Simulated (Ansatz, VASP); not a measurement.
Sc2Cu3 in VASP and in Ansatz

```
CELL_PARAMETERS angstrom
4.66370 0.00000 0.00000
0.00000 4.66370 0.00000
0.00000 0.00000 4.66370
ATOMIC_POSITIONS crystal
Sc 0.50000 0.50000 0.50000
Sc 0.00000 0.00000 0.00000
Cu 0.50000 0.00000 0.00000
Cu 0.00000 0.50000 0.00000
Cu 0.00000 0.00000 0.50000
```

Change from the starting cell: species swapped into the Tl2F3 type (Pm-3m, No. 221).

Alike in both runs: functional PBE; k mesh 8 × 8 × 8; occupations gaussian, width 0.1 eV; no spin polarisation.

Ansatz relaxed the structure, and its values are those at the end. VASP's run is a single point on that final structure, the one shown.

|  | VASP | Ansatz |
| --- | --- | --- |
| version | VASP 6.6.1 | Ansatz 0.2.0 |
| potentials or method | VASP PAW PBE potentials, release 64 (Sc_sv, Cu), cutoff 520 eV | scalar-relativistic, plane waves, PAW |
| valence electrons in the cell | 55 | 79 |

|  | VASP | Ansatz | Ansatz less VASP |
| --- | --- | --- | --- |
| gap on the k mesh at the Fermi level (eV) | none | none | - |
| pressure (GPa) | 0.3 | 0.0 | -0.34 |

A gap of «none» marks a metal or a gap that the smearing closes. VASP's potentials hold 55 valence electrons a cell and Ansatz's 79, so a difference there can come from the potentials and not from the codes.
